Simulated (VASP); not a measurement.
# BaBe5H10 (P1) in VASP: notebook

BaBe5H10 is run at these levels: PBE; tasks: single point, relaxation of cell and atoms.

Everything below comes from runs of VASP 6.6.1. Logs are shortened: lines on timing, memory, paths and dates and some standing lists are left out, and cuts for length are marked.

## 1. The cell of the first run

The typed cell holds 16 atoms: a = 4.274 Å, b = 4.775 Å, c = 8.266 Å, α = 84.48°, β = 96.69°, γ = 89.25°.

## 2. Single point, PBE

INCAR

```
PREC = Accurate
ENCUT = 520
EDIFF = 1E-7
ISMEAR = 0
SIGMA = 0.1
LREAL = Auto
LASPH = True
NELM = 100
ALGO = Normal
ISIF = 2
LWAVE = False
LCHARG = False
GGA = PE
NBANDS = 29
```

KPOINTS

```
Automatic mesh
0
Gamma
  4 4 2
```

POSCAR

```
BaBe5H10
1.0
    4.2713150217      0.0253317289      0.1486312680
    0.0246423267      4.7670522722      0.2691778447
   -1.2501410242      0.3419286948      8.1633376299
Ba Be H
1 5 10
Direct
    1.0075271045      0.5211534391      0.7200787086
    0.4273446435     -0.0420657695      0.2855191149
    0.5526281730      0.7668708892      0.0684009442
    0.5472694479      0.2376076912      0.0774860622
    0.4039601997      0.0304435455      0.5927203923
    0.0586220224     -0.0039841325      0.0775607164
    0.5872368710      0.7070148576      0.2435083797
    0.5718266433      0.2303033170      0.2522256615
    0.4997379830     -0.1162527473      0.4595267408
    0.0873321899     -0.0416801242      0.2529457789
    0.4162223201      0.5127110923      0.9986078663
    0.5236992620      0.8341188806      0.7285786546
    0.8765870411      0.7644522209      1.0166268630
    0.4986703362      0.3119810106      0.6042283935
    0.8715540434      0.2529193873      1.0254951341
    0.0697917192      0.0344064422      0.5964895890
```

Potentials or basis: VASP PAW PBE potentials, release 64 (Ba_sv, Be, H).

Run with:

```console
> cat potpaw_PBE.64/Ba_sv/POTCAR potpaw_PBE.64/Be/POTCAR potpaw_PBE.64/H/POTCAR > POTCAR
> mpirun -np 1 vasp_std > vasp.out
```

OUTCAR:

```text
PREC = Accurate
   ENCUT = 520
   EDIFF = 1E-7
   ISMEAR = 0
   LREAL = Auto
   LASPH = True
   NELM = 100
   ISIF = 2
   GGA = PE

 ion  position               nearest neighbor table
   1  0.008  0.521  0.720-  14 2.53  12 2.55  16 2.59  14 2.63  16 2.65  12 2.68  11 2.72   5 3.15
                             5 3.20   5 3.52
   2  0.427  0.958  0.286-   9 1.44  10 1.45   7 1.46   8 1.46   6 2.18   4 2.19   3 2.21
   3  0.553  0.767  0.068-   7 1.44  11 1.49  13 1.50   2 2.21   4 2.26   6 2.38
   4  0.547  0.238  0.077-   8 1.43  11 1.48  15 1.50   2 2.19   3 2.26
   5  0.404  0.030  0.593-  14 1.42  16 1.43  12 1.43   9 1.45   1 3.15   1 3.20   1 3.52
   6  0.059  0.996  0.078-  10 1.43  13 1.46  15 1.46   2 2.18   3 2.38
   7  0.587  0.707  0.244-   3 1.44   2 1.46
   8  0.572  0.230  0.252-   4 1.43   2 1.46
   9  0.500  0.884  0.460-   2 1.44   5 1.45
  10  0.087  0.958  0.253-   6 1.43   2 1.45
  11  0.416  0.513  0.999-   4 1.48   3 1.49   1 2.72
  12  0.524  0.834  0.729-   5 1.43   1 2.55   1 2.68
  13  0.877  0.764  0.017-   6 1.46   3 1.50
  14  0.499  0.312  0.604-   5 1.42   1 2.53   1 2.63
  15  0.872  0.253  0.025-   6 1.46   4 1.50
  16  0.070  0.034  0.596-   5 1.43   1 2.59   1 2.65

  LATTYP: Found a triclinic cell.
 ALAT       =     4.2739753117
 B/A-ratio  =     1.5090295169
 C/A-ratio  =     1.9339330706
 COS(alpha) =     0.0060248757
 COS(beta)  =     0.1165615420
 COS(gamma) =     0.6723281601

  Lattice vectors:

 A1 = (  -4.2713150217,  -0.0253317289,  -0.1486312680)
 A2 = (  -4.2959573484,  -4.7923840011,  -0.4178091127)
 A3 = (  -1.2501410242,   0.3419286948,   8.1633376299)

Analysis of symmetry for initial positions (statically):
=====================================================================
 Subroutine PRICEL returns:
 Original cell was already a primitive cell.

 Routine SETGRP: Setting up the symmetry group for a
 triclinic supercell.

 Subroutine GETGRP returns: Found  1 space group operations
 (whereof  1 operations were pure point group operations)
 out of a pool of  2 trial point group operations.

The static configuration has the point symmetry C_1 .

Analysis of symmetry for dynamics (positions and initial velocities):
=====================================================================
 Subroutine PRICEL returns:
 Original cell was already a primitive cell.

 Routine SETGRP: Setting up the symmetry group for a
 triclinic supercell.

 Subroutine GETGRP returns: Found  1 space group operations
 (whereof  1 operations were pure point group operations)
 out of a pool of  2 trial point group operations.

[... 129 lines left out ...]
   ISIF   =      2    stress and relaxation
   ISYM   =      2    0-nonsym 1-usesym 2-fastsym
   POTIM  = 0.5000    time-step for ionic-motion
   TEBEG  =    0.0;   TEEND  =   0.0 temperature during run
   PSTRESS=    0.0 pullay stress
   NELECT =      30.0000    total number of electrons
   NUPDOWN=      -1.0000    fix difference up-down
   EMIN   =  10.00;   EMAX   =-10.00  energy-range for DOS
   EFERMI =   0.00;   METHOD = LEGACY
   ISMEAR =     0;   SIGMA  =   0.10  broadening in eV -4-tet -1-fermi 0-gaus
   EFERMI_NEDOS =   21; number of points for ismear=-14 and -15
   IALGO  =     38    algorithm
   IMIX   =      4    mixing-type and parameters
     AMIX     =   0.40;   BMIX     =  1.00
     AMIX_MAG =   1.60;   BMIX_MAG =  1.00
  volume/ion in A,a.u.               =      10.42        70.31
  Fermi-wavevector in a.u.,A,eV,Ry     =   0.924282  1.746640 11.623418  0.854297
  Thomas-Fermi vector in A             =   2.050011
   LORBIT       =      0    0 simple, 1 ext, 2 COOP (PROOUT), +10 PAW based schemes
   GGA     = PE    functional components
   LHFCALC =     F    Hartree Fock is set to
   AEXX    =    0.0000 exact exchange contribution
   IVDW    =     0    specifies the selected vdW correction
   LEPSILON=     F    determine dielectric tensor
   LRPA    =     F    only Hartree local field effects (RPA)
 non-spin polarized calculation
 Gauss-broadening in eV      SIGMA  =   0.10
  energy-cutoff  :      520.00
  volume of cell :      166.70
 maximum number of plane-waves:      4502
   NGX = 15   NGY = 17   NGZ = 31

 number of electron      30.0000000 magnetization

 Free energy of the ion-electron system (eV)
  ---------------------------------------------------
  ext. energy  EPLUGINS =         0.00000000
  ---------------------------------------------------
  free energy    TOTEN  =       -56.30998685 eV

  energy without entropy =      -56.30998685  energy(sigma->0) =      -56.30998685

 E-fermi :   0.7128     XC(G=0):  -7.9661

 val. band max:        0.1657844881   @ k =   0.2500   0.5000   0.0000
 cond. band min:       2.6393276559   @ k =   0.0000   0.2500   0.0000
 fundamental gap:      2.4735431678
 Fermi energy:         0.7128389551

 k-point     1 :       0.0000    0.0000    0.0000
  band No.  band energies     occupation
      1     -26.7349      2.00000
      2     -12.1316      2.00000
      3     -11.8991      2.00000
      4     -11.7719      2.00000
      5      -8.1595      2.00000
      6      -5.6828      2.00000
[... 589 lines left out ...]
     26       7.7253      0.00000
     27       7.8284      0.00000
 [bands above 27 left out]

------------------------ aborting loop because EDIFF is reached ----------------------------------------

  FORCE on cell =-STRESS in cart. coord.  units (eV):
  Direction    XX          YY          ZZ          XY          YZ          ZX
  --------------------------------------------------------------------------------------
  -------------------------------------------------------------------------------------
  Total        0.2367150      0.1925587      0.1126532     -0.0002020      0.0266969      0.0280858
  in kB        2.2751184      1.8507225      1.0827339     -0.0019413      0.2565899      0.2699389
  external PRESSURE =       1.7361916 kB  Pullay stress =       0.0000000 kB

 VOLUME and BASIS-vectors are now :
 -----------------------------------------------------------------------------
  energy-cutoff  :      520.00
  volume of cell :      166.70
      direct lattice vectors                 reciprocal lattice vectors
     4.271315022  0.025331729  0.148631268     0.232893292 -0.003225423  0.035800592
     0.024642327  4.767052272  0.269177845    -0.000935641  0.210283518 -0.008951198
    -1.250141024  0.341928695  8.163337630    -0.004209476 -0.006875162  0.122142244

 POSITION                                       TOTAL-FORCE (eV/Angst)
 -----------------------------------------------------------------------------------
     -0.85521      2.73077      6.01965        -0.014494     -0.022199      0.024878
      1.49199      4.67498      2.65216        -0.003783      0.007426      0.001912
      2.29384      3.69310      0.84694         0.001410     -0.004012     -0.019313
      2.24655      1.17305      0.77784        -0.004923      0.001869     -0.006867
      0.98521      0.35803      4.90681         0.012652      0.014098     -0.007748
      0.17798      4.77606      0.90997         0.003747      0.002515     -0.002401
[... 8 lines left out ...]
      3.69704      1.23648      0.40575        -0.000504      0.000927      0.002210
     -0.44675      0.36974      4.88898         0.009173      0.005652     -0.020439
 -----------------------------------------------------------------------------------
    total drift:                               -0.000595     -0.000077     -0.000848

  FREE ENERGIE OF THE ION-ELECTRON SYSTEM (eV)
  ---------------------------------------------------
  free  energy   TOTEN  =       -56.3099868509 eV

  energy  without entropy=      -56.3099868509  energy(sigma->0) =      -56.30998685
```

Wall time 82 s (1 thread of AMD EPYC 9R45 (Zen 5), shared host); peak memory 0.26 GiB.

What came out:

* Free energy: -56.3100 eV
* Pressure: 0.2 GPa
* Largest force: 0.036 eV/Å
* Band gap on the k mesh: 2.47 eV, indirect (least direct gap 2.71 eV)

Forces in eV/Å, atoms in the order of the input:
```
Ba  -0.014 -0.022  0.025
Be  -0.004  0.007  0.002
Be   0.001 -0.004 -0.019
Be  -0.005  0.002 -0.007
Be   0.013  0.014 -0.008
Be   0.004  0.003 -0.002
H    0.001 -0.005  0.012
H    0.000  0.005  0.008
H    0.002 -0.003 -0.002
H   -0.007 -0.002  0.009
H    0.005  0.000  0.017
H   -0.001  0.020 -0.001
H   -0.001 -0.001  0.006
H   -0.001 -0.021 -0.021
H   -0.001  0.001  0.002
H    0.009  0.006 -0.020
```

Caveat: spin-orbit coupling is left out, which moves the levels of the heavy elements. A k mesh can miss the band edges.

## 3. Single point, PBE

INCAR, as its differences from that of step 2:

```diff
@@ -2,3 +2,3 @@
 ENCUT = 520
-EDIFF = 1E-7
+EDIFF = 1E-6
 ISMEAR = 0
```

KPOINTS

```
regular mesh
0
Gamma
  4 4 2
```

POSCAR

```
BaBe5H10
1.0
    4.2739753117      0.0000000000      0.0000000000
   -0.0622420677      4.7743038495      0.0000000000
   -0.9634490065     -0.8077705958      8.1694015540
Ba Be H
1 5 10
Direct
    0.9924728955      0.5211534391      0.2799212914
    0.5726553565      0.9579342305      0.7144808851
    0.4473718270      0.7668708892      0.9315990558
    0.4527305521      0.2376076912      0.9225139378
    0.5960398003      0.0304435455      0.4072796077
    0.9413779776      0.9960158675      0.9224392836
    0.4127631290      0.7070148576      0.7564916203
    0.4281733567      0.2303033170      0.7477743385
    0.5002620170      0.8837472527      0.5404732592
    0.9126678101      0.9583198758      0.7470542211
    0.5837776799      0.5127110923      0.0013921337
    0.4763007380      0.8341188806      0.2714213454
    0.1234129589      0.7644522209      0.9833731370
    0.5013296638      0.3119810106      0.3957716065
    0.1284459566      0.2529193873      0.9745048659
    0.9302082808      0.0344064422      0.4035104110
```

Potentials or basis: VASP PAW PBE potentials, release 64 (Ba_sv, Be, H).

Run with:

```console
> cat potpaw_PBE.64/Ba_sv/POTCAR potpaw_PBE.64/Be/POTCAR potpaw_PBE.64/H/POTCAR > POTCAR
> mpirun -np 1 vasp_std > vasp.out
```

It took 72 s on 1 thread of AMD EPYC 9R45 (Zen 5), shared host; peak memory 0.26 GiB.

It converged, with:

```yaml
Free_energy: -56.3100 eV
Pressure: 0.2 GPa
Largest_force: 0.037 eV/Å
Band_gap_on_the_k_mesh: 2.47 eV, indirect (least direct gap 2.71 eV)
```

Forces in eV/Å, atoms in the order of the input:
```
Ba   0.014 -0.021 -0.027
Be   0.004  0.008 -0.002
Be  -0.001 -0.005  0.019
Be   0.005  0.002  0.007
Be  -0.013  0.014  0.009
Be  -0.004  0.002  0.003
H   -0.001 -0.004 -0.012
H    0.000  0.005 -0.008
H   -0.001 -0.004  0.002
H    0.007 -0.001 -0.010
H   -0.006  0.001 -0.016
H    0.000  0.020  0.002
H    0.001  0.000 -0.006
H    0.002 -0.022  0.019
H    0.000  0.001 -0.002
H   -0.008  0.004  0.021
```

Stress tensor (GPa, compression positive):
```
 0.23  0.00  0.02
 0.00  0.19 -0.02
 0.02 -0.02  0.11
```

Levels at points of the mesh, in eV from the valence-band top:
| k point | band 11 | band 12 | band 13 | band 14 | band 15 | band 16 | band 17 | band 18 | band 19 | band 20 |
| --- | --- | --- | --- | --- | --- | --- | --- | --- | --- | --- |
| (0.00, 0.00, 0.00) | -2.82 | -2.25 | -1.64 | -1.59 | -0.51 | 2.49 | 3.29 | 3.85 | 4.00 | 4.45 |
| (0.50, 0.00, 0.00) | -3.09 | -2.90 | -2.30 | -2.19 | -0.63 | 2.95 | 3.28 | 3.52 | 4.44 | 4.95 |
| (0.00, 0.50, 0.00) | -2.57 | -2.52 | -2.28 | -1.00 | -0.13 | 2.83 | 2.94 | 3.61 | 4.01 | 4.46 |
| (0.50, 0.50, 0.00) | -3.54 | -2.97 | -2.12 | -1.94 | -0.09 | 3.72 | 4.07 | 4.44 | 4.58 | 5.05 |
| (0.00, 0.00, 0.50) | -2.85 | -2.35 | -1.61 | -1.51 | -0.72 | 2.48 | 3.30 | 3.87 | 4.45 | 4.55 |
| (0.50, 0.00, 0.50) | -3.01 | -2.89 | -2.27 | -2.04 | -0.94 | 3.14 | 3.26 | 3.77 | 4.52 | 4.84 |
| (0.00, 0.50, 0.50) | -2.58 | -2.51 | -2.39 | -1.02 | -0.36 | 2.87 | 3.21 | 3.41 | 3.84 | 4.94 |
| (0.50, 0.50, 0.50) | -3.42 | -3.13 | -2.08 | -1.77 | -0.52 | 3.22 | 3.95 | 4.27 | 4.81 | 5.62 |

Caveat: spin-orbit coupling is left out, which moves the levels of the heavy elements. A k mesh can miss the band edges.

(Part 1 of 2 ends here.)
